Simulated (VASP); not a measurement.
# Na8F7 (a cell with a defect) in VASP: single point with PBE

Aim: the single point of Na8F7 (a cell with a defect) with PBE.

Program: VASP 6.6.1. These are calculated values, not measurements. Logs are shortened: lines on timing, memory, paths and dates and some standing lists are left out, and cuts for length are marked.

## Step 1: The cell of the first run

The cell holds a defect, 15 atoms: a = 6.646 Å, b = 6.646 Å, c = 6.646 Å, α = 60.00°, β = 60.00°, γ = 60.00°.

## Step 2: Single point, PBE (atoms taken out, then relaxed in part)

INCAR

```
SYSTEM = Na8F7
PREC = Accurate
ENCUT = 520
EDIFF = 1E-7
ISMEAR = 0
SIGMA = 0.05
LREAL = Auto
LASPH = .True.
NELM = 80
ALGO = Normal
ISIF = 2
LWAVE = .False.
LCHARG = .False.
GGA = PE
NBANDS = 66
NELECT = 104.0
```

KPOINTS

```
Automatic mesh
0
Gamma
  4 4 4
  0 0 0
```

POSCAR

```
Na8F7
1.0
    0.0000000000      4.6997660262      4.6997660262
    4.6997660262      0.0000000000      4.6997660262
    4.6997660262      4.6997660262      0.0000000000
Na F
8 7
Direct
   -0.0538673792      0.5538673792      0.5000000000
   -0.0212976592      0.5212976592      0.0000000000
    0.0064008791      0.0064008791      0.5150132410
    0.0064008791      0.0064008791     -0.0278149993
    0.4935991209      0.4935991209      0.4849867590
    0.4935991209      0.4935991209      0.0278149993
    0.5538673792     -0.0538673792      0.5000000000
    0.5212976592     -0.0212976592      0.0000000000
    0.2500000000      0.2500000000      0.5000000000
    0.2438059382      0.7892068903      0.2334935858
    0.2561940618      0.7107931097      0.7665064142
    0.7892068903      0.2438059382      0.2334935858
    0.7107931097      0.2561940618      0.7665064142
    0.7500000000      0.7500000000      0.2382744842
    0.7500000000      0.7500000000      0.7617255158
```

Potentials or basis: VASP PAW PBE potentials, release 64 (Na_pv, F).

On the command line:

```console
$ cat potpaw_PBE.64/Na_pv/POTCAR potpaw_PBE.64/F/POTCAR > POTCAR
$ mpirun -np 1 vasp_std > vasp.out
```

OUTCAR:

```text
SYSTEM = Na8F7
   PREC = Accurate
   ENCUT = 520
   EDIFF = 1E-7
   ISMEAR = 0
   LREAL = Auto
   LASPH = .True.
   NELM = 80
   ISIF = 2
   GGA = PE
   NELECT = 104.0

 ion  position               nearest neighbor table
   1  0.946  0.554  0.500-   9 2.02  14 2.17  15 2.17   7 2.61
   2  0.979  0.521  0.000-  14 2.20  15 2.20  11 2.21  12 2.21
   3  0.006  0.006  0.515-
   4  0.006  0.006  0.972-
   5  0.494  0.494  0.485-
   6  0.494  0.494  0.028-
   7  0.554  0.946  0.500-   9 2.02  14 2.17  15 2.17   1 2.61
   8  0.521  0.979  0.000-  14 2.20  15 2.20  10 2.21  13 2.21
   9  0.250  0.250  0.500-   1 2.02   7 2.02
  10  0.244  0.789  0.233-   8 2.21
  11  0.256  0.711  0.767-   2 2.21
  12  0.789  0.244  0.233-   2 2.21
  13  0.711  0.256  0.767-   8 2.21
  14  0.750  0.750  0.238-   1 2.17   7 2.17   2 2.20   8 2.20
  15  0.750  0.750  0.762-   1 2.17   7 2.17   2 2.20   8 2.20

  LATTYP: Found a face centered cubic cell.
 ALAT       =     9.3995320524

  Lattice vectors:

 A1 = (   0.0000000000,   4.6997660262,   4.6997660262)
 A2 = (   4.6997660262,   0.0000000000,   4.6997660262)
 A3 = (   4.6997660262,   4.6997660262,   0.0000000000)

Analysis of symmetry for initial positions (statically):
=====================================================================
 Subroutine PRICEL returns:
 Original cell was already a primitive cell.

 Routine SETGRP: Setting up the symmetry group for a
 face centered cubic supercell.

 Subroutine GETGRP returns: Found  8 space group operations
 (whereof  2 operations were pure point group operations)
 out of a pool of 48 trial point group operations.

The static configuration has the point symmetry C_1h.
 The point group associated with its full space group is D_2h.

Analysis of symmetry for dynamics (positions and initial velocities):
=====================================================================
 Subroutine PRICEL returns:
 Original cell was already a primitive cell.

 Routine SETGRP: Setting up the symmetry group for a
 face centered cubic supercell.

 Subroutine GETGRP returns: Found  8 space group operations
 (whereof  2 operations were pure point group operations)
 out of a pool of 48 trial point group operations.

The dynamic configuration has the point symmetry C_1h.
 The point group associated with its full space group is D_2h.

 Subroutine INISYM returns: Found  8 space group operations
 (whereof  2 operations are pure point group operations),
 and found     1 'primitive' translations

----------------------------------------------------------------------------------------

                                     Primitive cell

  volume of cell :     207.6150

  direct lattice vectors                    reciprocal lattice vectors
     0.000000000  4.699766026  4.699766026    -0.106388275  0.106388275  0.106388275
     4.699766026  0.000000000  4.699766026     0.106388275 -0.106388275  0.106388275
     4.699766026  4.699766026  0.000000000     0.106388275  0.106388275 -0.106388275

  length of vectors
     6.646472854  6.646472854  6.646472854     0.184269897  0.184269897  0.184269897

  position of ions in fractional coordinates (direct lattice)
     0.946132621  0.553867379  0.500000000
     0.978702341  0.521297659  0.000000000
     0.006400879  0.006400879  0.515013241
     0.006400879  0.006400879  0.972185001
     0.493599121  0.493599121  0.484986759
     0.493599121  0.493599121  0.027814999
     0.553867379  0.946132621  0.500000000
     0.521297659  0.978702341  0.000000000
     0.250000000  0.250000000  0.500000000
     0.243805938  0.789206890  0.233493586
     0.256194062  0.710793110  0.766506414
     0.789206890  0.243805938  0.233493586
     0.710793110  0.256194062  0.766506414
     0.750000000  0.750000000  0.238274484
     0.750000000  0.750000000  0.761725516

  ion indices of the primitive-cell ions
   primitive index   ion index
                 1           1
                 2           2
                 3           3
                 4           4
                 5           5
                 6           6
                 7           7
                 8           8
                 9           9
                10          10
                11          11
                12          12
                13          13
                14          14
                15          15

----------------------------------------------------------------------------------------

 KPOINTS: Automatic mesh

Automatic generation of k-mesh.
 Grid dimensions read from file:
 generate k-points for:    4    4    4

 Generating k-lattice:

  Cartesian coordinates                     Fractional coordinates (reciprocal lattice)
    -0.026597069  0.026597069  0.026597069     0.250000000  0.000000000  0.000000000
     0.026597069 -0.026597069  0.026597069     0.000000000  0.250000000  0.000000000
     0.026597069  0.026597069 -0.026597069     0.000000000  0.000000000  0.250000000

  Length of vectors
     0.046067474  0.046067474  0.046067474

  Shift w.r.t. Gamma in fractional coordinates (k-lattice)
     0.000000000  0.000000000  0.000000000

 Subroutine IBZKPT returns following result:
 ===========================================

 Found     18 irreducible k-points:

 Following reciprocal coordinates:
            Coordinates               Weight
  0.000000  0.000000  0.000000      1.000000
  0.250000  0.000000  0.000000      4.000000
  0.000000  0.000000  0.250000      4.000000
  0.500000  0.000000  0.000000      2.000000
  0.000000  0.000000  0.500000      2.000000
  0.250000  0.250000  0.000000      2.000000
[... 10 lines left out ...]
 -0.250000  0.500000  0.250000      4.000000
  0.250000 -0.250000  0.500000      2.000000
   k-points           NKPTS =     18   k-points in BZ     NKDIM =     18   number of bands    NBANDS=     66
   number of dos      NEDOS =    301   number of ions     NIONS =     15
   total plane-waves  NPLWV = 125000
   dimension x,y,z NGX =    50 NGY =   50 NGZ =   50
   dimension x,y,z NGXF=   100 NGYF=  100 NGZF=  100
   ions per type =               8   7
   NGX,Y,Z   is equivalent  to a cutoff of  12.51, 12.51, 12.51 a.u.
   NGXF,Y,Z  is equivalent  to a cutoff of  25.01, 25.01, 25.01 a.u.
 SYSTEM =  Na8F7
   PREC   = accura    normal or accurate (medium, high low for compatibility)
   ISTART =      0    job   : 0-new  1-cont  2-samecut
   ICHARG =      2    charge: 1-file 2-atom 10-const
   ISPIN  =      1    spin polarized calculation?
   LNONCOLLINEAR =      F non collinear calculations
   LSORBIT =      F    spin-orbit coupling
   LASPH  =      T    aspherical Exc in radial PAW
   ENCUT  =  520.0 eV  38.22 Ry    6.18 a.u.  12.36 12.36 12.36*2*pi/ulx,y,z
   NELM   =     80;   NELMIN=  2; NELMDL= -5     # of ELM steps
   EDIFF  = 0.1E-06   stopping-criterion for ELM
   LREAL  =      T    real-space projection
   EDIFFG = 0.1E-05   stopping-criterion for IOM
   NSW    =      0    number of steps for IOM
   IBRION =     -1    ionic relax: 0-MD 1-quasi-New 2-CG
   NFREE  =      0    steps in history (QN), initial steepest desc. (CG)
   ISIF   =      2    stress and relaxation
   ISYM   =      2    0-nonsym 1-usesym 2-fastsym
   POTIM  = 0.5000    time-step for ionic-motion
   TEBEG  =    0.0;   TEEND  =   0.0 temperature during run
   PSTRESS=    0.0 pullay stress
   NELECT =     104.0000    total number of electrons
   NUPDOWN=      -1.0000    fix difference up-down
   EMIN   =  10.00;   EMAX   =-10.00  energy-range for DOS
   EFERMI =   0.00;   METHOD = LEGACY
   ISMEAR =     0;   SIGMA  =   0.05  broadening in eV -4-tet -1-fermi 0-gaus
   EFERMI_NEDOS =   21; number of points for ismear=-14 and -15
   IALGO  =     38    algorithm
   IMIX   =      4    mixing-type and parameters
     AMIX     =   0.40;   BMIX     =  1.00
     AMIX_MAG =   1.60;   BMIX_MAG =  1.00
  volume/ion in A,a.u.               =      13.84        93.40
  Fermi-wavevector in a.u.,A,eV,Ry     =   1.300169  2.456963 22.999814  1.690439
  Thomas-Fermi vector in A             =   2.431385
   LORBIT       =      0    0 simple, 1 ext, 2 COOP (PROOUT), +10 PAW based schemes
   GGA     = PE    functional components
   LHFCALC =     F    Hartree Fock is set to
   AEXX    =    0.0000 exact exchange contribution
   IVDW    =     0    specifies the selected vdW correction
   LEPSILON=     F    determine dielectric tensor
   LRPA    =     F    only Hartree local field effects (RPA)
 non-spin polarized calculation
 Gauss-broadening in eV      SIGMA  =   0.05
  energy-cutoff  :      520.00
  volume of cell :      207.61
 maximum number of plane-waves:      5609
 NGX is ok and might be reduce to    50
   NGX = 25   NGY = 25   NGZ = 25

 number of electron     104.0000013 magnetization

 Free energy of the ion-electron system (eV)
  ---------------------------------------------------
  ext. energy  EPLUGINS =         0.00000000
  ---------------------------------------------------
  free energy    TOTEN  =       -62.35804000 eV

  energy without entropy =      -62.35804000  energy(sigma->0) =      -62.35804000

 E-fermi :  -1.7029     XC(G=0):  -8.4724

 val. band max:       -2.0208977979   @ k =   0.0000   0.5000   0.5000
 cond. band min:       2.8567677105   @ k =   0.0000   0.0000   0.0000
 fundamental gap:      4.8776655085
 Fermi energy:        -1.7028880337

 k-point     1 :       0.0000    0.0000    0.0000
  band No.  band energies     occupation
      1     -22.3625      2.00000
      2     -22.3451      2.00000
      3     -22.1140      2.00000
      4     -22.0935      2.00000
      5     -21.8651      2.00000
      6     -21.7640      2.00000
[... 1195 lines left out ...]
     63      10.4024      0.00000
     64      11.1976      0.00000
 [bands above 64 left out]

------------------------ aborting loop because EDIFF is reached ----------------------------------------

  FORCE on cell =-STRESS in cart. coord.  units (eV):
  Direction    XX          YY          ZZ          XY          YZ          ZX
  --------------------------------------------------------------------------------------
  -------------------------------------------------------------------------------------
  Total       -0.1702912     -0.1702912     -5.1238069     -3.0487591     -0.0000000     -0.0000000
  in kB       -1.3141474     -1.3141474    -39.5407250    -23.5274567     -0.0000000     -0.0000000
  external PRESSURE =     -14.0563399 kB  Pullay stress =       0.0000000 kB

 VOLUME and BASIS-vectors are now :
 -----------------------------------------------------------------------------
  energy-cutoff  :      520.00
  volume of cell :      207.61
      direct lattice vectors                 reciprocal lattice vectors
     0.000000000  4.699766026  4.699766026    -0.106388275  0.106388275  0.106388275
     4.699766026  0.000000000  4.699766026     0.106388275 -0.106388275  0.106388275
     4.699766026  4.699766026  0.000000000     0.106388275  0.106388275 -0.106388275

 POSITION                                       TOTAL-FORCE (eV/Angst)
 -----------------------------------------------------------------------------------
      4.95293      6.79648      7.04965         0.016657     -0.016657     -0.000000
      2.44998      4.59967      7.04965        -0.006193      0.006193     -0.000000
      2.45052      2.45052      0.06017         0.002668      0.002668      0.000919
      4.59912      4.59912      0.06017        -0.002668     -0.002668      0.000919
      4.59912      4.59912      4.63960        -0.002668     -0.002668     -0.000919
      2.45052      2.45052      4.63960         0.002668      0.002668     -0.000919
      6.79648      4.95293      7.04965        -0.016657      0.016657     -0.000000
      4.59967      2.44998      7.04965         0.006193     -0.006193     -0.000000
      3.52482      3.52482      2.34988        -0.000000     -0.000000     -0.000000
      4.80645      2.24320      4.85492         0.003372     -0.003372     -0.006936
      6.94296      4.80645      4.54461        -0.003372      0.003372      0.006936
      2.24320      4.80645      4.85492        -0.003372      0.003372     -0.006936
      4.80645      6.94296      4.54461         0.003372     -0.003372      0.006936
      4.64466      4.64466      7.04965        -0.005459     -0.005459     -0.000000
      7.10476      7.10476      7.04965         0.005459      0.005459     -0.000000
 -----------------------------------------------------------------------------------
    total drift:                               -0.000000     -0.000000     -0.000000

  FREE ENERGIE OF THE ION-ELECTRON SYSTEM (eV)
  ---------------------------------------------------
  free  energy   TOTEN  =       -62.3580399974 eV

  energy  without entropy=      -62.3580399974  energy(sigma->0) =      -62.35804000
```

Wall time 9.7 min (1 thread of Intel Xeon Platinum 8259CL at 2.50GHz (Skylake/Cascade Lake), shared host); peak memory 0.41 GiB.

Results:

| Item | Value |
| --- | --- |
| Free energy | -62.3580 eV |
| Largest force | 0.024 eV/Å |

Forces in eV/Å, atoms in the order of the input:
```
Na   0.017 -0.017  0.000
Na  -0.006  0.006  0.000
Na   0.003  0.003  0.001
Na  -0.003 -0.003  0.001
Na  -0.003 -0.003 -0.001
Na   0.003  0.003 -0.001
Na  -0.017  0.017  0.000
Na   0.006 -0.006  0.000
F    0.000  0.000  0.000
F    0.003 -0.003 -0.007
F   -0.003  0.003  0.007
F   -0.003  0.003 -0.007
F    0.003 -0.003  0.007
F   -0.005 -0.005  0.000
F    0.005  0.005  0.000
```

Caveat: the cell carries a net charge on a neutralising background, which shifts energy and pressure; the cell differs from its parent crystal (atoms taken out, then relaxed in part); the cell is charged against a uniform background, so pressure and absolute levels hang on convention.
